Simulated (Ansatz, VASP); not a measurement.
## Zn2H: VASP beside Ansatz

```xyz
6
Lattice="4.1208 0.0000 0.0000 0.0000 4.1208 0.0000 0.0000 0.0000 4.9798" Properties=species:S:1:pos:R:3 pbc="T T T"
Zn    1.1893    1.1893    0.0000
Zn    0.8711    3.2497    2.4899
Zn    2.9314    2.9314    0.0000
Zn    3.2497    0.8711    2.4899
H     0.0000    0.0000    0.0000
H     2.0604    2.0604    2.4899
```

Alike in both runs: functional PBE; k mesh 10 × 10 × 10; occupations gaussian, width 0.1 eV; no spin polarisation.

Ansatz relaxed the structure, and its values are those at the end. VASP's run is a single point on that final structure, the one shown.

|  | VASP | Ansatz |
| --- | --- | --- |
| version | VASP 6.6.1 | Ansatz 0.2.0 |
| potentials or method | VASP PAW PBE potentials, release 64 (Zn, H), cutoff 520 eV | scalar-relativistic, plane waves, PAW |
| valence electrons in the cell | 50 | 50 |

Ansatz gave:

| Quantity | Value |
| --- | --- |
| gap on the k mesh at the Fermi level (eV) | none |
| pressure (GPa) | 0.0 |
| rms of the force components (eV/Å) | 0.000 |

Task: What did VASP give for the same quantities?

Result: gap on the k mesh at the Fermi level (eV): none; pressure (GPa): 0.2; rms of the force components (eV/Å): 0.004.

A gap of «none» marks a metal or a gap that the smearing closes.
